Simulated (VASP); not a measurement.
# TiO2 (Imma) in VASP: notebook

Aim: see how the results for TiO2 move with the level of theory and the settings. Levels: BLYP, PBE. Tasks: single point.

All numbers are computed with VASP 6.6.1; they aren't measurements. Logs are shortened: lines on timing, memory, paths and dates and some standing lists are left out, and cuts for length are marked.

## 1. The cell of the first run

It takes space group Imma (No. 74, orthorhombic). Conventional cell: a = 5.970 Å, b = 6.625 Å, c = 6.626 Å, α = 90.00°, β = 90.00°, γ = 90.00°. Within 2.6 Å of Ti (site symmetry 2/m) lie 6 O at 1.97 to 2.02 Å. Ti (site symmetry mm2) has 6 O at 1.96 to 2.02 Å within 2.6 Å. O (site symmetry m) has 3 Ti at 1.96 to 2.02 Å and 1 O at 2.58 Å within 2.6 Å. Within 2.6 Å of O (site symmetry m) lie 3 Ti at 1.97 to 2.02 Å and 1 O at 2.58 Å.

## 2. Single point, BLYP

The input, INCAR:

```
PREC = Accurate
ENCUT = 520
EDIFF = 1E-6
ISMEAR = -1
SIGMA = 0.05
LREAL = False
LASPH = True
NELM = 60
ALGO = Normal
ISIF = 2
LWAVE = False
LCHARG = False
GGA = B5
ALDAX = 1.0
AGGAX = 1.0
AGGAC = 1.0
ALDAC = 0.0
NBANDS = 60
```

The input, KPOINTS:

```
regular mesh
0
Gamma
  6 6 6
```

The input, POSCAR:

```
TiO2
1.0
   -2.9848316104      3.3123710648      3.3128671331
    2.9848316104     -3.3123710648      3.3128671331
    2.9848316104      3.3123710648     -3.3128671331
Ti O
4 8
Direct
    0.0000000000      0.5000000000      0.0000000000
    0.0000000000      0.0000000000      0.5000000000
    0.4985889013      0.2485889013      0.2500000000
    0.5014110987      0.7514110987      0.7500000000
    0.6944496891      0.6947685488      0.5003188597
    0.6944496891      0.1941308294      0.9996811403
    0.8053888176      0.7498458446      0.0555429730
    0.1943028717      0.7498458446      0.4444570270
    0.8056971283      0.2501541554      0.5555429730
    0.3055503109      0.8058691706      0.0003188597
    0.1946111824      0.2501541554      0.9444570270
    0.3055503109      0.3052314512      0.4996811403
```

Potentials or basis: VASP PAW PBE potentials, release 64 (Ti_sv, O).

Run with:

```console
$ cat potpaw_PBE.64/Ti_sv/POTCAR potpaw_PBE.64/O/POTCAR > POTCAR
$ mpirun -np 1 vasp_std > vasp.out
```

OUTCAR:

```text
PREC = Accurate
   ENCUT = 520
   EDIFF = 1E-6
   ISMEAR = -1
   LREAL = False
   LASPH = True
   NELM = 60
   ISIF = 2
   GGA = B5

 ion  position               nearest neighbor table
   1  0.000  0.500  0.000-   8 1.97   9 1.97   7 1.97  11 1.97  10 2.02   6 2.02
   2  0.000  0.000  0.500-   7 1.97  11 1.97   9 1.97   8 1.97   5 2.02  12 2.02
   3  0.499  0.249  0.250-  12 1.96  10 1.96   6 1.98   5 1.98   9 2.02  11 2.02
   4  0.501  0.751  0.750-   5 1.96   6 1.96  10 1.98  12 1.98   8 2.02   7 2.02
   5  0.694  0.695  0.500-   4 1.96   3 1.98   2 2.02
   6  0.694  0.194  1.000-   4 1.96   3 1.98   1 2.02
   7  0.805  0.750  0.056-   2 1.97   1 1.97   4 2.02
   8  0.194  0.750  0.444-   1 1.97   2 1.97   4 2.02
   9  0.806  0.250  0.556-   1 1.97   2 1.97   3 2.02
  10  0.306  0.806  0.000-   3 1.96   4 1.98   1 2.02
  11  0.195  0.250  0.944-   2 1.97   1 1.97   3 2.02
  12  0.306  0.305  0.500-   3 1.96   4 1.98   2 2.02

  LATTYP: Found a body centered orthorhombic cell.
 ALAT       =     5.9696632208
 B/A-ratio  =     1.1097346508
 C/A-ratio  =     1.1099008472

  Lattice vectors:

 A1 = (  -2.9848316104,   3.3123710648,   3.3128671331)
 A2 = (   2.9848316104,  -3.3123710648,   3.3128671331)
 A3 = (   2.9848316104,   3.3123710648,  -3.3128671331)

Analysis of symmetry for initial positions (statically):
=====================================================================
 Subroutine PRICEL returns:
 Original cell was already a primitive cell.

 Routine SETGRP: Setting up the symmetry group for a
 body centered orthorhombic supercell.

 Subroutine GETGRP returns: Found  8 space group operations
 (whereof  4 operations were pure point group operations)
 out of a pool of  8 trial point group operations.

The static configuration has the point symmetry C_2h.
 The point group associated with its full space group is D_2h.

Analysis of symmetry for dynamics (positions and initial velocities):
=====================================================================
 Subroutine PRICEL returns:
 Original cell was already a primitive cell.

 Routine SETGRP: Setting up the symmetry group for a
 body centered orthorhombic supercell.

 Subroutine GETGRP returns: Found  8 space group operations
 (whereof  4 operations were pure point group operations)
 out of a pool of  8 trial point group operations.

The dynamic configuration has the point symmetry C_2h.
 The point group associated with its full space group is D_2h.

 Subroutine INISYM returns: Found  8 space group operations
 (whereof  4 operations are pure point group operations),
 and found     1 'primitive' translations

----------------------------------------------------------------------------------------

                                     Primitive cell

  volume of cell :     131.0155

  direct lattice vectors                    reciprocal lattice vectors
    -2.984831610  3.312371065  3.312867133     0.000000000  0.150949272  0.150926669
     2.984831610 -3.312371065  3.312867133     0.167513637  0.000000000  0.150926669
     2.984831610  3.312371065 -3.312867133     0.167513637  0.150949272  0.000000000

  length of vectors
     5.554827671  5.554827671  5.554827671     0.213458525  0.225476558  0.225491688

  position of ions in fractional coordinates (direct lattice)
     1.000000000  0.500000000  0.000000000
     0.000000000  0.000000000  0.500000000
     0.498588901  0.248588901  0.250000000
     0.501411099  0.751411099  0.750000000
     0.694449689  0.694768549  0.500318860
     0.694449689  0.194130829  0.999681140
     0.805388818  0.749845845  0.055542973
     0.194302872  0.749845845  0.444457027
     0.805697128  0.250154155  0.555542973
     0.305550311  0.805869171  0.000318860
     0.194611182  0.250154155  0.944457027
     0.305550311  0.305231451  0.499681140

  ion indices of the primitive-cell ions
   primitive index   ion index
                 1           1
                 2           2
                 3           3
                 4           4
                 5           5
                 6           6
                 7           7
                 8           8
                 9           9
                10          10
                11          11
                12          12

----------------------------------------------------------------------------------------

 KPOINTS: regular mesh

Automatic generation of k-mesh.
 Grid dimensions read from file:
 generate k-points for:    6    6    6

 Generating k-lattice:

  Cartesian coordinates                     Fractional coordinates (reciprocal lattice)
     0.000000000  0.025158212  0.025154445     0.166666667  0.000000000  0.000000000
     0.027918940  0.000000000  0.025154445     0.000000000  0.166666667  0.000000000
     0.027918940  0.025158212  0.000000000     0.000000000  0.000000000  0.166666667

  Length of vectors
     0.035576421  0.037579426  0.037581948

  Shift w.r.t. Gamma in fractional coordinates (k-lattice)
     0.000000000  0.000000000  0.000000000

 Subroutine IBZKPT returns following result:
 ===========================================

 Found     46 irreducible k-points:

 Following reciprocal coordinates:
            Coordinates               Weight
  0.000000  0.000000  0.000000      1.000000
  0.166667  0.000000 -0.000000      4.000000
  0.333333 -0.000000  0.000000      4.000000
  0.500000  0.000000  0.000000      2.000000
 -0.000000  0.166667  0.000000      4.000000
  0.166667  0.166667  0.000000      8.000000
[... 16 lines left out ...]
 -0.166667  0.166667  0.166667      2.000000
  0.166667  0.333333  0.166667      4.000000
 [... further k-points ...]
   k-points           NKPTS =     46   k-points in BZ     NKDIM =     46   number of bands    NBANDS=     60
   number of dos      NEDOS =    301   number of ions     NIONS =     12
   total plane-waves  NPLWV =  74088
   dimension x,y,z NGX =    42 NGY =   42 NGZ =   42
   dimension x,y,z NGXF=    84 NGYF=   84 NGZF=   84
   ions per type =               4   8
   NGX,Y,Z   is equivalent  to a cutoff of  12.57, 12.57, 12.57 a.u.
   NGXF,Y,Z  is equivalent  to a cutoff of  25.14, 25.14, 25.14 a.u.
 SYSTEM =  unknown system
   PREC   = accura    normal or accurate (medium, high low for compatibility)
   ISTART =      0    job   : 0-new  1-cont  2-samecut
   ICHARG =      2    charge: 1-file 2-atom 10-const
   ISPIN  =      1    spin polarized calculation?
   LNONCOLLINEAR =      F non collinear calculations
   LSORBIT =      F    spin-orbit coupling
   LASPH  =      T    aspherical Exc in radial PAW
   ENCUT  =  520.0 eV  38.22 Ry    6.18 a.u.  10.33 10.33 10.33*2*pi/ulx,y,z
   NELM   =     60;   NELMIN=  2; NELMDL= -5     # of ELM steps
   EDIFF  = 0.1E-05   stopping-criterion for ELM
   LREAL  =      F    real-space projection
   EDIFFG = 0.1E-04   stopping-criterion for IOM
   NSW    =      0    number of steps for IOM
   IBRION =     -1    ionic relax: 0-MD 1-quasi-New 2-CG
   NFREE  =      0    steps in history (QN), initial steepest desc. (CG)
   ISIF   =      2    stress and relaxation
   ISYM   =      2    0-nonsym 1-usesym 2-fastsym
   POTIM  = 0.5000    time-step for ionic-motion
   TEBEG  =    0.0;   TEEND  =   0.0 temperature during run
   PSTRESS=    0.0 pullay stress
   NELECT =      96.0000    total number of electrons
   NUPDOWN=      -1.0000    fix difference up-down
   EMIN   =  10.00;   EMAX   =-10.00  energy-range for DOS
   EFERMI =   0.00;   METHOD = LEGACY
   ISMEAR =    -1;   SIGMA  =   0.05  broadening in eV -4-tet -1-fermi 0-gaus
   EFERMI_NEDOS =   21; number of points for ismear=-14 and -15
   IALGO  =     38    algorithm
   IMIX   =      4    mixing-type and parameters
     AMIX     =   0.40;   BMIX     =  1.00
     AMIX_MAG =   1.60;   BMIX_MAG =  1.00
  volume/ion in A,a.u.               =      10.92        73.68
  Fermi-wavevector in a.u.,A,eV,Ry     =   1.475902  2.789051 29.637405  2.178288
  Thomas-Fermi vector in A             =   2.590495
   LORBIT       =      0    0 simple, 1 ext, 2 COOP (PROOUT), +10 PAW based schemes
   GGA     = B5    functional components
   LHFCALC =     F    Hartree Fock is set to
   AEXX    =    0.0000 exact exchange contribution
   IVDW    =     0    specifies the selected vdW correction
   LEPSILON=     F    determine dielectric tensor
   LRPA    =     F    only Hartree local field effects (RPA)
 non-spin polarized calculation
  energy-cutoff  :      520.00
  volume of cell :      131.02
 maximum number of plane-waves:      3555
 NGX is ok and might be reduce to    42
   NGX = 21   NGY = 21   NGZ = 21

 number of electron      95.9999983 magnetization

 Free energy of the ion-electron system (eV)
  ---------------------------------------------------
  ext. energy  EPLUGINS =         0.00000000
  ---------------------------------------------------
  free energy    TOTEN  =      -103.07869365 eV

  energy without entropy =     -103.07869365  energy(sigma->0) =     -103.07869365

 E-fermi :   5.4631     XC(G=0): -10.6976

 val. band max:        4.5913803147   @ k =   0.0000   0.0000   0.0000
 cond. band min:       6.3799006976   @ k =   0.0000   0.0000   0.0000
 fundamental gap:      1.7885203829
 Fermi energy:         5.4630932731

 k-point     1 :       0.0000    0.0000    0.0000
  band No.  band energies     occupation
      1     -52.2452      2.00000
      2     -52.2320      2.00000
      3     -52.2040      2.00000
      4     -52.2024      2.00000
      5     -28.8610      2.00000
      6     -28.8594      2.00000
[... 52 lines left out ...]
     59       7.6547      0.00000
     60       8.5877      0.00000

 k-point     2 :       0.1667    0.0000   -0.0000
  band No.  band energies     occupation
      1     -52.2443      2.00000
      2     -52.2329      2.00000
      3     -52.2040      2.00000
      4     -52.2024      2.00000
      5     -28.8630      2.00000
      6     -28.8615      2.00000
[... 1375 lines left out ...]
     59       7.4924      0.00000
     60       8.6437      0.00000

 k-point    24 :       0.1667    0.3333    0.1667
  band No.  band energies     occupation
      1     -52.2224      2.00000
      2     -52.2223      2.00000
      3     -52.2196      2.00000
      4     -52.2195      2.00000
      5     -28.6812      2.00000
      6     -28.6809      2.00000
[... 52 lines left out ...]
     59       8.0587      0.00000
     60       8.0701      0.00000

 [... further k-points ...]
[... 5 lines left out ...]
  --------------------------------------------------------------------------------------
  -------------------------------------------------------------------------------------
  Total        1.0326353      0.6298584      0.5914473      0.0000000      0.0000000      0.0000000
  in kB       12.6280044      7.7024821      7.2327556      0.0000000      0.0000000      0.0000000
  external PRESSURE =       9.1877473 kB  Pullay stress =       0.0000000 kB

 VOLUME and BASIS-vectors are now :
 -----------------------------------------------------------------------------
  energy-cutoff  :      520.00
  volume of cell :      131.02
      direct lattice vectors                 reciprocal lattice vectors
    -2.984831610  3.312371065  3.312867133     0.000000000  0.150949272  0.150926669
     2.984831610 -3.312371065  3.312867133     0.167513637  0.000000000  0.150926669
     2.984831610  3.312371065 -3.312867133     0.167513637  0.150949272  0.000000000

 POSITION                                       TOTAL-FORCE (eV/Angst)
 -----------------------------------------------------------------------------------
      1.49242     -1.65619      1.65643        -0.000000     -0.000000     -0.000000
      1.49242      1.65619     -1.65643        -0.000000     -0.000000     -0.000000
      0.00000      1.65619      1.64708        -0.000000     -0.000000      0.007998
      2.98483      1.65619      1.66578         0.000000     -0.000000     -0.007998
      1.49432      1.65619      2.94481        -0.005339     -0.000000      0.039784
      1.49051      4.96856     -0.36806         0.005339     -0.000000      0.039784
      0.00000      0.36796      4.96828        -0.000000     -0.036781      0.000093
      2.98483     -0.36796      1.65541         0.000000      0.036781      0.000093
      0.00000      3.68033      1.65745        -0.000000     -0.036781     -0.000093
      1.49432     -1.65619      3.68093        -0.005339     -0.000000     -0.039784
      2.98483      2.94441     -1.65541         0.000000      0.036781     -0.000093
      1.49051      1.65619      0.36806         0.005339      0.000000     -0.039784
 -----------------------------------------------------------------------------------
    total drift:                               -0.000000     -0.000000      0.000000

  FREE ENERGIE OF THE ION-ELECTRON SYSTEM (eV)
  ---------------------------------------------------
  free  energy   TOTEN  =      -103.0786936482 eV

  energy  without entropy=     -103.0786936459  energy(sigma->0) =     -103.07869365
```

Wall time 18 min (1 thread of AMD EPYC 7R13, shared host); peak memory 0.38 GiB.

What came out:

```
Free energy            : -103.0787 eV
Pressure               : 0.9 GPa
Largest force          : 0.040 eV/Å
Band gap on the k mesh : 1.79 eV
```

Forces on the atoms (eV/Å):
```
Ti   0.000  0.000  0.000
Ti   0.000  0.000  0.000
Ti   0.000  0.000  0.008
Ti   0.000  0.000 -0.008
O   -0.005  0.000  0.040
O    0.005  0.000  0.040
O    0.000 -0.037  0.000
O    0.000  0.037  0.000
O    0.000 -0.037  0.000
O   -0.005  0.000 -0.040
O    0.000  0.037  0.000
O    0.005  0.000 -0.040
```

Caveat: the PAW data sets were made with another functional, which shifts forces and pressure a little.

## 3. Single point, PBE

This run uses another cell than the first one, of 10.65 Å³/atom.

The input, INCAR:

```
  ALGO = Normal
  EDIFF = 1E-6
  ENCUT = 520
  GGA = PE
  ISIF = 2
  ISMEAR = -1
  LASPH = T
  LCHARG = F
  LREAL = F
  LWAVE = F
  NBANDS = 60
  NELM = 60
  PREC = Accurate
  SIGMA = 0.05
```

The input, KPOINTS:

```
k-points
0
Gamma
  6 6 6
```

The input, POSCAR:

```
TiO2
1.0
   -2.9638143969      3.2834788045      3.2834191601
    2.9638143969     -3.2834788045      3.2834191601
    2.9638143969      3.2834788045     -3.2834191601
Ti O
4 8
Direct
    0.0000000000      0.5000000000      0.0000000000
    0.0000000000      0.0000000000      0.5000000000
    0.4999180726      0.2499180726      0.2500000000
    0.5000819274      0.7500819274      0.7500000000
    0.6948680860      0.6948729899      0.5000049039
    0.6948680860      0.1948631820      0.9999950961
    0.8051296081      0.7499977599      0.0551318481
    0.1948659118      0.7499977599      0.4448681519
    0.8051340882      0.2500022401      0.5551318481
    0.3051319140      0.8051368180      0.0000049039
    0.1948703919      0.2500022401      0.9448681519
    0.3051319140      0.3051270101      0.4999950961
```

Potentials or basis: VASP PAW PBE potentials, release 64 (Ti_sv, O).

Run with:

```console
$ cat potpaw_PBE.64/Ti_sv/POTCAR potpaw_PBE.64/O/POTCAR > POTCAR
$ mpirun -np 1 vasp_std > vasp.out
```

It took 7.6 min on 1 thread of Intel Xeon Platinum 8259CL at 2.50GHz (Skylake/Cascade Lake), shared host; peak memory 0.41 GiB.

The run converged. Its results:

- Free energy: -107.3525 eV
- Pressure: 0.7 GPa
- Largest force: 0.029 eV/Å
- Band gap on the k mesh: 1.83 eV

Forces on the atoms (eV/Å):
```
Ti   0.000  0.000  0.000
Ti   0.000  0.000  0.000
Ti   0.000  0.000  0.001
Ti   0.000  0.000 -0.001
O    0.000  0.000  0.029
O    0.000  0.000  0.029
O    0.000 -0.029  0.000
O    0.000  0.029  0.000
O    0.000 -0.029  0.000
O    0.000  0.000 -0.029
O    0.000  0.029  0.000
O    0.000  0.000 -0.029
```

Stress tensor (GPa, compression positive):
```
0.90 0.00 0.00
0.00 0.57 0.00
0.00 0.00 0.57
```

Levels at points of the mesh, in eV from the valence-band top:
```csv
k point,band 45,band 46,band 47,band 48,band 49,band 50,band 51,band 52
"(0.00, 0.00, 0.00)",-0.67,-0.43,-0.43,0.00,1.83,2.12,2.39,2.46
"(0.50, 0.00, 0.00)",-0.98,-0.98,-0.71,-0.71,1.88,1.88,2.48,2.48
"(0.00, 0.50, 0.00)",-1.20,-1.20,-0.62,-0.61,2.24,2.24,2.60,2.60
"(0.50, 0.50, 0.00)",-1.20,-1.20,-0.62,-0.62,2.24,2.24,2.60,2.60
"(0.50, 0.50, 0.50)",-1.24,-1.24,-1.04,-1.04,1.87,1.87,2.48,2.48
```

A k mesh can miss the band edges.
